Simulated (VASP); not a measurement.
# MgS (Niningerite) (Fm-3m) in VASP: notebook

The runs below take MgS (Niningerite) through single point, relaxation of cell and atoms, with PBE.

All numbers are computed with VASP 6.6.1; they aren't measurements. Logs are shortened: lines on timing, memory, paths and dates and some standing lists are left out, and cuts for length are marked.

## (1) The cell of the first run

It takes space group Fm-3m (No. 225, cubic). The conventional cell has a = 5.230 Å, b = 5.230 Å, c = 5.230 Å, α = 90.00°, β = 90.00°, γ = 90.00°. Mg (site symmetry m-3m) has 6 S at 2.61 Å within 3.4 Å. Within 3.4 Å of S (site symmetry m-3m) lie 6 Mg at 2.61 Å.

## (2) Single point, PBE

INCAR

```
SYSTEM = MgS
PREC = Accurate ; ENCUT = 520
EDIFF = 1E-6 ; ISMEAR = 0
SIGMA = 0.01 ; LREAL = .False.
LASPH = .True. ; NELM = 60
ALGO = Normal ; ISIF = 2
LWAVE = .False. ; LCHARG = .True.
GGA = PE ; LELF = .True.
LVHAR = .True. ; NBANDS = 11
```

KPOINTS

```
Automatic mesh
0
Gamma
  7 7 7
  0 0 0
```

POSCAR

```
MgS
1.0
    0.0000000000      2.6148891741      2.6148891741
    2.6148891741      0.0000000000      2.6148891741
    2.6148891741      2.6148891741      0.0000000000
Mg S
1 1
Direct
    0.0000000000      0.0000000000      0.0000000000
    0.5000000000      0.5000000000      0.5000000000
```

Potentials or basis: VASP PAW PBE potentials, release 64 (Mg, S).

The run is started by

```sh
> cat potpaw_PBE.64/Mg/POTCAR potpaw_PBE.64/S/POTCAR > POTCAR
> mpirun -np 1 vasp_std > vasp.out
```

OUTCAR:

```text
SYSTEM = MgS
   PREC = Accurate
   ENCUT = 520
   EDIFF = 1E-6
   ISMEAR = 0
   LREAL = .False.
   LASPH = .True.
   NELM = 60
   ISIF = 2
   GGA = PE

 ion  position               nearest neighbor table
   1  0.000  0.000  0.000-   2 2.61   2 2.61   2 2.61   2 2.61   2 2.61   2 2.61
   2  0.500  0.500  0.500-   1 2.61   1 2.61   1 2.61   1 2.61   1 2.61   1 2.61

  LATTYP: Found a face centered cubic cell.
 ALAT       =     5.2297783482

  Lattice vectors:

 A1 = (   0.0000000000,   2.6148891741,   2.6148891741)
 A2 = (   2.6148891741,   0.0000000000,   2.6148891741)
 A3 = (   2.6148891741,   2.6148891741,   0.0000000000)

Analysis of symmetry for initial positions (statically):
=====================================================================
 Subroutine PRICEL returns:
 Original cell was already a primitive cell.

 Routine SETGRP: Setting up the symmetry group for a
 face centered cubic supercell.

 Subroutine GETGRP returns: Found 48 space group operations
 (whereof 48 operations were pure point group operations)
 out of a pool of 48 trial point group operations.

The static configuration has the point symmetry O_h .

Analysis of symmetry for dynamics (positions and initial velocities):
=====================================================================
 Subroutine PRICEL returns:
 Original cell was already a primitive cell.

 Routine SETGRP: Setting up the symmetry group for a
 face centered cubic supercell.

 Subroutine GETGRP returns: Found 48 space group operations
 (whereof 48 operations were pure point group operations)
 out of a pool of 48 trial point group operations.

The dynamic configuration has the point symmetry O_h .

 Subroutine INISYM returns: Found 48 space group operations
 (whereof 48 operations are pure point group operations),
 and found     1 'primitive' translations

----------------------------------------------------------------------------------------

                                     Primitive cell

  volume of cell :      35.7594

  direct lattice vectors                    reciprocal lattice vectors
     0.000000000  2.614889174  2.614889174    -0.191212693  0.191212693  0.191212693
     2.614889174  0.000000000  2.614889174     0.191212693 -0.191212693  0.191212693
     2.614889174  2.614889174  0.000000000     0.191212693  0.191212693 -0.191212693

  length of vectors
     3.698011734  3.698011734  3.698011734     0.331190099  0.331190099  0.331190099

  position of ions in fractional coordinates (direct lattice)
     0.000000000  0.000000000  0.000000000
     0.500000000  0.500000000  0.500000000

  ion indices of the primitive-cell ions
   primitive index   ion index
                 1           1
                 2           2

----------------------------------------------------------------------------------------

 KPOINTS: Automatic mesh

Automatic generation of k-mesh.
 Grid dimensions read from file:
 generate k-points for:    7    7    7

 Generating k-lattice:

  Cartesian coordinates                     Fractional coordinates (reciprocal lattice)
    -0.027316099  0.027316099  0.027316099     0.142857143  0.000000000  0.000000000
     0.027316099 -0.027316099  0.027316099     0.000000000  0.142857143  0.000000000
     0.027316099  0.027316099 -0.027316099     0.000000000  0.000000000  0.142857143

  Length of vectors
     0.047312871  0.047312871  0.047312871

  Shift w.r.t. Gamma in fractional coordinates (k-lattice)
     0.000000000  0.000000000  0.000000000

 Subroutine IBZKPT returns following result:
 ===========================================

 Found     20 irreducible k-points:

 Following reciprocal coordinates:
            Coordinates               Weight
  0.000000  0.000000  0.000000      1.000000
  0.142857  0.000000  0.000000      8.000000
  0.285714  0.000000  0.000000      8.000000
  0.428571  0.000000  0.000000      8.000000
  0.142857  0.142857  0.000000      6.000000
  0.285714  0.142857  0.000000     24.000000
[... 12 lines left out ...]
 -0.428571  0.428571  0.142857     24.000000
 -0.285714  0.428571  0.142857     24.000000
   k-points           NKPTS =     20   k-points in BZ     NKDIM =     20   number of bands    NBANDS=     11
   number of dos      NEDOS =    301   number of ions     NIONS =      2
   total plane-waves  NPLWV =  21952
   dimension x,y,z NGX =    28 NGY =   28 NGZ =   28
   dimension x,y,z NGXF=    56 NGYF=   56 NGZF=   56
   ions per type =               1   1
   NGX,Y,Z   is equivalent  to a cutoff of  12.59, 12.59, 12.59 a.u.
   NGXF,Y,Z  is equivalent  to a cutoff of  25.18, 25.18, 25.18 a.u.
 SYSTEM =  MgS
   PREC   = accura    normal or accurate (medium, high low for compatibility)
   ISTART =      0    job   : 0-new  1-cont  2-samecut
   ICHARG =      2    charge: 1-file 2-atom 10-const
   ISPIN  =      1    spin polarized calculation?
   LNONCOLLINEAR =      F non collinear calculations
   LSORBIT =      F    spin-orbit coupling
   LASPH  =      T    aspherical Exc in radial PAW
   ENCUT  =  520.0 eV  38.22 Ry    6.18 a.u.   6.88  6.88  6.88*2*pi/ulx,y,z
   NELM   =     60;   NELMIN=  2; NELMDL= -5     # of ELM steps
   EDIFF  = 0.1E-05   stopping-criterion for ELM
   LREAL  =      F    real-space projection
   EDIFFG = 0.1E-04   stopping-criterion for IOM
   NSW    =      0    number of steps for IOM
   IBRION =     -1    ionic relax: 0-MD 1-quasi-New 2-CG
   NFREE  =      0    steps in history (QN), initial steepest desc. (CG)
   ISIF   =      2    stress and relaxation
   ISYM   =      2    0-nonsym 1-usesym 2-fastsym
   POTIM  = 0.5000    time-step for ionic-motion
   TEBEG  =    0.0;   TEEND  =   0.0 temperature during run
   PSTRESS=    0.0 pullay stress
   NELECT =       8.0000    total number of electrons
   NUPDOWN=      -1.0000    fix difference up-down
   EMIN   =  10.00;   EMAX   =-10.00  energy-range for DOS
   EFERMI =   0.00;   METHOD = LEGACY
   ISMEAR =     0;   SIGMA  =   0.01  broadening in eV -4-tet -1-fermi 0-gaus
   EFERMI_NEDOS =   21; number of points for ismear=-14 and -15
   IALGO  =     38    algorithm
   IMIX   =      4    mixing-type and parameters
     AMIX     =   0.40;   BMIX     =  1.00
     AMIX_MAG =   1.60;   BMIX_MAG =  1.00
  volume/ion in A,a.u.               =      17.88       120.66
  Fermi-wavevector in a.u.,A,eV,Ry     =   0.993821  1.878050 13.438207  0.987680
  Thomas-Fermi vector in A             =   2.125729
   LORBIT       =      0    0 simple, 1 ext, 2 COOP (PROOUT), +10 PAW based schemes
   GGA     = PE    functional components
   LHFCALC =     F    Hartree Fock is set to
   AEXX    =    0.0000 exact exchange contribution
   IVDW    =     0    specifies the selected vdW correction
   LEPSILON=     F    determine dielectric tensor
   LRPA    =     F    only Hartree local field effects (RPA)
 non-spin polarized calculation
 Gauss-broadening in eV      SIGMA  =   0.01
  energy-cutoff  :      520.00
  volume of cell :       35.76
 maximum number of plane-waves:       975
   NGX = 13   NGY = 13   NGZ = 13

 number of electron       8.0000000 magnetization

 Free energy of the ion-electron system (eV)
  ---------------------------------------------------
  ext. energy  EPLUGINS =         0.00000000
  ---------------------------------------------------
  free energy    TOTEN  =        -8.50238986 eV

  energy without entropy =       -8.50238986  energy(sigma->0) =       -8.50238986

 E-fermi :   3.6876     XC(G=0):  -9.6254

 val. band max:        3.5911414843   @ k =   0.0000   0.0000   0.0000
 cond. band min:       6.5452248264   @ k =   0.4286   0.4286   0.0000
 fundamental gap:      2.9540833421
 Fermi energy:         3.6876172193

 k-point     1 :       0.0000    0.0000    0.0000
  band No.  band energies     occupation
      1      -8.9900      2.00000
      2       3.5911      2.00000
      3       3.5911      2.00000
      4       3.5911      2.00000
      5       7.1819      0.00000
      6      11.5544      0.00000
      7      11.5544      0.00000
      8      11.5544      0.00000
      9      13.9231      0.00000
     10      13.9231      0.00000
     11      16.0926      0.00000

 k-point     2 :       0.1429    0.0000    0.0000
  band No.  band energies     occupation
      1      -8.7990      2.00000
      2       2.3121      2.00000
      3       3.4666      2.00000
      4       3.4666      2.00000
      5       8.1362      0.00000
      6      11.2038      0.00000
      7      11.8162      0.00000
      8      11.8162      0.00000
      9      13.2172      0.00000
     10      13.2172      0.00000
     11      16.0647      0.00000

 k-point     3 :       0.2857    0.0000    0.0000
  band No.  band energies     occupation
      1      -8.3042      2.00000
      2       0.3605      2.00000
      3       3.2181      2.00000
      4       3.2181      2.00000
      5       8.4435      0.00000
      6      11.1739      0.00000
      7      11.1739      0.00000
      8      12.2271      0.00000
      9      14.3262      0.00000
     10      14.3262      0.00000
     11      15.1983      0.00000

 k-point     4 :       0.4286    0.0000    0.0000
  band No.  band energies     occupation
      1      -7.8072      2.00000
      2      -0.9665      2.00000
      3       3.0432      2.00000
      4       3.0432      2.00000
      5       8.1621      0.00000
      6      10.5608      0.00000
      7      10.5608      0.00000
      8      13.4616      0.00000
      9      15.3809      0.00000
     10      16.8139      0.00000
     11      16.8139      0.00000
[... 183 lines left out ...]
 k-point    18 :      -0.4286    0.2857    0.1429
  band No.  band energies     occupation
      1      -7.5510      2.00000
      2      -0.3817      2.00000
      3       1.2998      2.00000
      4       2.3595      2.00000
      5       8.9988      0.00000
      6      10.0195      0.00000
      7      11.7254      0.00000
      8      12.7777      0.00000
      9      15.7210      0.00000
     10      17.1222      0.00000
     11      18.7275      0.00000

 k-point    19 :      -0.4286    0.4286    0.1429
  band No.  band energies     occupation
      1      -7.4191      2.00000
      2      -0.1804      2.00000
      3       1.3230      2.00000
      4       1.6959      2.00000
      5       7.7692      0.00000
      6       9.4825      0.00000
      7      12.4942      0.00000
      8      14.1518      0.00000
      9      16.5228      0.00000
     10      18.2249      0.00000
     11      19.1015      0.00000

 k-point    20 :      -0.2857    0.4286    0.1429
  band No.  band energies     occupation
      1      -7.3557      2.00000
      2       0.2661      2.00000
      3       0.3280      2.00000
      4       1.7742      2.00000
      5       8.4663      0.00000
      6      10.8419      0.00000
      7      12.1493      0.00000
      8      12.3101      0.00000
      9      16.4793      0.00000
     10      17.2209      0.00000
     11      20.1596      0.00000

------------------------ aborting loop because EDIFF is reached ----------------------------------------

  FORCE on cell =-STRESS in cart. coord.  units (eV):
  Direction    XX          YY          ZZ          XY          YZ          ZX
  --------------------------------------------------------------------------------------
  -------------------------------------------------------------------------------------
  Total       -0.0647190     -0.0647190     -0.0647190      0.0000000      0.0000000     -0.0000000
  in kB       -2.8996985     -2.8996985     -2.8996985      0.0000000      0.0000000     -0.0000000
  external PRESSURE =      -2.8996985 kB  Pullay stress =       0.0000000 kB

 VOLUME and BASIS-vectors are now :
 -----------------------------------------------------------------------------
  energy-cutoff  :      520.00
  volume of cell :       35.76
      direct lattice vectors                 reciprocal lattice vectors
     0.000000000  2.614889174  2.614889174    -0.191212693  0.191212693  0.191212693
     2.614889174  0.000000000  2.614889174     0.191212693 -0.191212693  0.191212693
     2.614889174  2.614889174  0.000000000     0.191212693  0.191212693 -0.191212693

 POSITION                                       TOTAL-FORCE (eV/Angst)
 -----------------------------------------------------------------------------------
      0.00000      0.00000      0.00000        -0.000000      0.000000     -0.000000
      2.61489      2.61489      2.61489         0.000000     -0.000000      0.000000
 -----------------------------------------------------------------------------------
    total drift:                                0.000000      0.000000      0.000000

  FREE ENERGIE OF THE ION-ELECTRON SYSTEM (eV)
  ---------------------------------------------------
  free  energy   TOTEN  =        -8.5023898614 eV

  energy  without entropy=       -8.5023898614  energy(sigma->0) =       -8.50238986
```

Wall time 5.8 s (1 thread of Intel Xeon Platinum 8559C (Emerald Rapids), shared host); peak memory 0.15 GiB.

Results:

```yaml
Free_energy: -8.5024 eV
Pressure: -0.3 GPa
Band_gap_on_the_k_mesh: 2.95 eV, indirect (least direct gap 3.59 eV)
```

Levels at points of the mesh, in eV from the valence-band top:
```
           k point  band 1  band 2  band 3  band 4  band 5  band 6  band 7  band 8  band 9
(0.00, 0.00, 0.00)  -12.58    0.00    0.00    0.00    3.59    7.96    7.96    7.96   10.33
```

## (3) Relaxation of cell and atoms, PBE

This run uses another cell than the first one, of 17.61 Å³/atom, 0.985 times its volume.

INCAR

```
PREC = Accurate ; ENCUT = 600
EDIFF = 1E-7 ; ISMEAR = 0
SIGMA = 0.01 ; LREAL = F
LASPH = T ; NELM = 80
ALGO = Normal ; ISIF = 3
LWAVE = F ; LCHARG = F
GGA = PE ; IBRION = 2
NSW = 80 ; EDIFFG = -0.01
```

KPOINTS

```
Automatic mesh
0
Gamma
  7 7 7
```

POSCAR

```
MgS
1.0
    0.0000000000      2.6016500000      2.6016500000
    2.6016500000      0.0000000000      2.6016500000
    2.6016500000      2.6016500000      0.0000000000
Mg S
1 1
Direct
    0.0000000000      0.0000000000      0.0000000000
    0.5000000000      0.5000000000      0.5000000000
```

Potentials or basis: VASP PAW PBE potentials, release 64 (Mg, S).

The run is started by

```sh
> cat potpaw_PBE.64/Mg/POTCAR potpaw_PBE.64/S/POTCAR > POTCAR
> mpirun -np 1 vasp_std > vasp.out
```

It took 11 s on 1 thread of Intel Xeon Platinum 8559C (Emerald Rapids), shared host; peak memory 0.17 GiB.

Results (log left out):

| Quantity | Value |
| --- | --- |
| Free energy | -8.5028 eV |
| Relaxed volume | 17.82 Å³/atom |
| Relaxed cell | a = 3.694 Å, b = 3.694 Å, c = 3.694 Å, α = 60.00°, β = 60.00°, γ = 60.00° |
| Space group after relaxing (to 0.05 Å) | Fm-3m (No. 225) |
| Energy gained by relaxing | 0.6 meV/atom |
| Ionic steps | 3 |
| Pressure after relaxing | 0.0 GPa |
| Band gap on the k mesh | 2.96 eV, indirect (least direct gap 3.62 eV) |

Step by step:
| step | energy change (eV) | largest force (eV/Å) | pressure (GPa) | volume (Å³) |
| --- | --- | --- | --- | --- |
| 1 | 0.0000 | 0.0000 | 0.90 | 35.22 |
| 2 | -0.0011 | 0.0000 | -0.19 | 35.72 |
| 3 | -0.0011 | 0.0000 | 0.00 | 35.63 |

Final structure:
```xyz
2
Lattice="0.0000 2.6117 2.6117 2.6117 0.0000 2.6117 2.6117 2.6117 0.0000" Properties=species:S:1:pos:R:3 pbc="T T T"
Mg    0.0000    0.0000    0.0000
S     2.6117    2.6117    2.6117
```

Levels at points of the mesh, in eV from the valence-band top:
```csv
k point,band 1,band 2,band 3,band 4,band 5,band 6,band 7,band 8
"(0.00, 0.00, 0.00)",-12.60,0.00,0.00,0.00,3.62,7.96,7.96,7.96
```

A k mesh can miss the band edges. Zero-point motion and thermal expansion aren't in these numbers.
